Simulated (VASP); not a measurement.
# SbC30 (a cell with a defect) in VASP: further runs, part 2 of 2

VASP 6.6.1. The steps go on from the part before.

### 3 Single point, PBE, collinear spin

Contents of INCAR:

```
SYSTEM = SbC30
PREC = Accurate
ENCUT = 520
EDIFF = 1E-6
ISMEAR = -1
SIGMA = 0.01
LREAL = Auto
LASPH = .True.
NELM = 200
ALGO = Normal
ISIF = 2
LWAVE = .False.
LCHARG = .False.
ISPIN = 2
MAGMOM = 0.01 0.01 0.03 0.03 0.03 0.03 0.03 0.12 0.03 0.03 0.12 0.03 0.01 0.03 0.12 0.01 0.03 0.12 0.03 0.03 0.12 0.12 0.03 0.03 0.03 0.03 0.01 0.01 0.03 0.03 0.01
LORBIT = 11
NUPDOWN = 2.0
GGA = PE
NELECT = 124.0
NBANDS = 88
GGA_COMPAT = .False.
```

Contents of KPOINTS:

```
regular mesh
0
Gamma
  1 1 1
  0 0 0
```

Contents of POSCAR:

```
SbC30
1.0
   -3.5716218665      3.5716218665      3.5716218665
    3.5716218665     -3.5716218665      3.5716218665
    3.5716218665      3.5716218665     -3.5716218665
C Sb
30 1
Direct
    0.0044360762      0.0054140747      0.0054951543
    0.0044382041      0.2550607304      0.7558522112
    0.0013400016      0.5033576479      0.5087481128
    0.0013380060      0.7583097797      0.2537991213
    0.2561809349      0.0065964979      0.7570397795
    0.2527453401      0.2519616126      0.5087519243
    0.2527436481      0.7583147226      0.0024052387
    0.5007456059      0.0294293217      0.5018061793
    0.5076906049      0.2519633712      0.2538065722
    0.5076867256      0.5033628636      0.0024041822
    0.5007379209      0.7513664758      0.7798610950
    0.7559814921      0.0066016987      0.2572433779
    0.7547905890      0.2550610069      0.0054981442
    0.7559815577      0.5068088581      0.7570391187
    0.7788093511      0.7513671681      0.5018020195
    0.0042135779      0.0051881918      0.7556255827
    0.0030195509      0.2536372838      0.5038722067
   -0.0197902753      0.5088838896      0.2593180055
    0.0030194114      0.7534361902      0.0040766122
    0.2513101823      0.0082858540      0.5073220677
    0.2582669986      0.2308371576      0.2593231111
    0.2582556925      0.5088840157     -0.0187265019
    0.2513126997      0.7568793673      0.7587308406
    0.5062670872      0.0082948182      0.2523793943
    0.5028110592      0.2536363938      0.0040804813
    0.5062621564      0.5019391396      0.7587325251
    0.7545650886      0.0051876419      0.0052715824
    0.7545633235      0.2548391904      0.7556251989
    0.7576713629      0.5019351287      0.5073168311
    0.7576652898      0.7568765891      0.2523708615
    0.3795010929      0.6301297608      0.3805672223
```

Potentials or basis: VASP PAW PBE potentials, release 64 (C, Sb).

Started as:

```
cat potpaw_PBE.64/C/POTCAR potpaw_PBE.64/Sb/POTCAR > POTCAR
mpirun -np 1 vasp_gam > vasp.out
```

It took 40 s on 1 thread of Intel Xeon 6975P-C (Granite Rapids), shared host; peak memory 0.39 GiB.

The run converged. Its results:

```
Free energy                                           : -274.6034 eV
Largest force                                         : 0.777 eV/Å
Net moment                                            : 2.00 μB per cell
Site moments                                          : C +0.01, +0.03, +0.14 (each value once); Sb +0.04 μB
Valence electrons inside the program's atomic spheres : C 2.56, 2.60, 2.58, 2.61 (each value once); Sb 2.75
```

Forces on the atoms (eV/Å):
```
C    0.167 -0.008  0.167
C    0.167  0.166 -0.008
C   -0.275  0.333  0.643
C   -0.275  0.640  0.336
C   -0.050  0.157  0.153
C    0.331 -0.275  0.640
C    0.331  0.638 -0.272
C   -0.173 -0.100 -0.175
C    0.636 -0.269  0.337
C    0.635  0.337 -0.265
C   -0.176 -0.175 -0.098
C    0.157  0.156 -0.058
C   -0.008  0.166  0.165
C    0.159 -0.053  0.154
C   -0.097 -0.173 -0.172
C    0.014 -0.163 -0.158
C   -0.152 -0.154  0.054
C    0.098  0.172  0.169
C   -0.151  0.055 -0.155
C   -0.644  0.270 -0.334
C    0.173  0.097  0.169
C    0.171  0.173  0.099
C   -0.644 -0.334  0.270
C   -0.334  0.273 -0.645
C    0.056 -0.154 -0.153
C   -0.334 -0.641  0.271
C   -0.158 -0.163  0.012
C   -0.163  0.013 -0.160
C    0.273 -0.644 -0.337
C    0.273 -0.335 -0.643
Sb  -0.008 -0.005 -0.004
```

Caveat: the k points lie up to 1.24 Å⁻¹ apart, too coarse for converged energies, forces and pressures; the cell carries a net charge on a neutralising background, which shifts energy and pressure; the cell is charged against a uniform background, so pressure and absolute levels hang on convention; spin-orbit coupling is left out, which moves the levels of the heavy elements; the total moment is fixed, so each spin has its own Fermi level and the state may be an excited one.

### 4 Single point, r2SCAN

Contents of POSCAR:

```
SbC30
1.0
   -3.5716218665      3.5716218665      3.5716218665
    3.5716218665     -3.5716218665      3.5716218665
    3.5716218665      3.5716218665     -3.5716218665
C Sb
30 1
Direct
    0.0046236415      0.0044873284      0.0062092977
    0.0046235399      0.2551864025      0.7555233466
   -0.0014428027      0.5021459765      0.5084210185
   -0.0014499363      0.7573951956      0.2531704649
    0.2548019242      0.0057231239      0.7567448466
    0.2515803802      0.2491223592      0.5084210468
    0.2515847369      0.7573998141      0.0001453861
    0.4977614663      0.0248410651      0.4993514634
    0.5068346545      0.2491214581      0.2531698633
    0.5068344683      0.5021468461      0.0001404532
    0.4977729749      0.7483307713      0.7758661835
    0.7551579961      0.0057216339      0.2563896466
    0.7539303213      0.2551890827      0.0062132294
    0.7551583624      0.5053575756      0.7567403648
    0.7742825764      0.7483343584      0.4993584602
    0.0038370554      0.0037032218      0.7547301749
    0.0025990695      0.2531646551      0.5045512868
   -0.0165163245      0.5105571110      0.2615801204
    0.0025985644      0.7535176459      0.0041863199
    0.2509252251      0.0097701709      0.5077621070
    0.2599944921      0.2340483706      0.2615771730
    0.2599981766      0.5105608767     -0.0149311069
    0.2509271072      0.7567422292      0.7607897555
    0.5061724163      0.0097692466      0.2525141824
    0.5029580579      0.2531628356      0.0041876613
    0.5061771836      0.5014874592      0.7607841836
    0.7531434412      0.0037025723      0.0054227021
    0.7531392806      0.2543937299      0.7547270356
    0.7592054821      0.5014897048      0.5077624748
    0.7591991467      0.7567419215      0.2525149589
    0.3788842737      0.6294482408      0.3804656051
```

Contents of INCAR.step1:

```
ALGO = Normal
EDIFF = 1E-5
ENCUT = 580
GGA = PE
GGA_COMPAT = False
ISMEAR = -1
LASPH = True
LCHARG = False
LREAL = Auto
LWAVE = True
NBANDS = 84
NELECT = 126.0
NELM = 120
PREC = Accurate
SIGMA = 0.01
```

Contents of INCAR.step2:

```
ALGO = Normal
EDIFF = 1E-6
ENCUT = 580
GGA_COMPAT = False
ISIF = 2
ISMEAR = -1
ISTART = 1
LASPH = True
LCHARG = True
LELF = True
LMIXTAU = True
LREAL = Auto
LVHAR = True
LWAVE = False
METAGGA = R2SCAN
NBANDS = 84
NELECT = 126.0
NELM = 120
PREC = Accurate
SIGMA = 0.01
```

Contents of KPOINTS:

```
Automatic mesh
0
Gamma
  1 1 1
  0.25 0.25 0.25
```

Started as:

```
cat potpaw_PBE.64/C/POTCAR potpaw_PBE.64/Sb/POTCAR > POTCAR
cp INCAR.step1 INCAR
mpirun -np 1 vasp_std > vasp.out
cp INCAR.step2 INCAR
mpirun -np 1 vasp_std > vasp.out
```

Run time: 92 s. Hardware: 1 thread of Intel Xeon 6975P-C (Granite Rapids), shared host; peak memory 0.4 GiB.

The run converged. Its results:

| Property | Result |
| --- | --- |
| Free energy | -297.1529 eV |
| Largest force | 0.172 eV/Å |

Forces on the atoms (eV/Å):
```
C   -0.015  0.023 -0.015
C   -0.016 -0.016  0.024
C    0.020 -0.045 -0.034
C    0.019 -0.033 -0.043
C    0.006  0.011  0.010
C   -0.045  0.020 -0.034
C   -0.045 -0.034  0.020
C   -0.114  0.058 -0.114
C   -0.033  0.019 -0.043
C   -0.034 -0.045  0.020
C   -0.114 -0.114  0.057
C    0.010  0.010  0.006
C    0.023 -0.015 -0.015
C    0.011  0.006  0.010
C    0.058 -0.114 -0.114
C   -0.023  0.015  0.014
C   -0.010 -0.010 -0.006
C   -0.057  0.114  0.113
C   -0.010 -0.006 -0.010
C    0.034 -0.020  0.044
C    0.114 -0.057  0.113
C    0.114  0.114 -0.058
C    0.034  0.045 -0.020
C    0.044 -0.020  0.034
C   -0.006 -0.010 -0.010
C    0.045  0.034 -0.020
C    0.015  0.015 -0.024
C    0.015 -0.023  0.014
C   -0.020  0.034  0.044
C   -0.020  0.044  0.034
Sb   0.000  0.000 -0.002
```

Levels at points of the mesh, in eV from the Fermi level:
| k point | band 61 | band 62 | band 63 | band 64 | band 65 | band 66 |
| --- | --- | --- | --- | --- | --- | --- |
| (0.25, 0.25, 0.25) | -2.33 | -0.31 | -0.31 | 4.19 | 4.73 | 4.82 |

Caveat: the k points lie up to 1.24 Å⁻¹ apart, too coarse for converged energies, forces and pressures; the cell carries a net charge on a neutralising background, which shifts energy and pressure; the cell is charged against a uniform background, so pressure and absolute levels hang on convention; the PAW data sets were made with another functional, which shifts forces and pressure a little; spin-orbit coupling is left out, which moves the levels of the heavy elements.
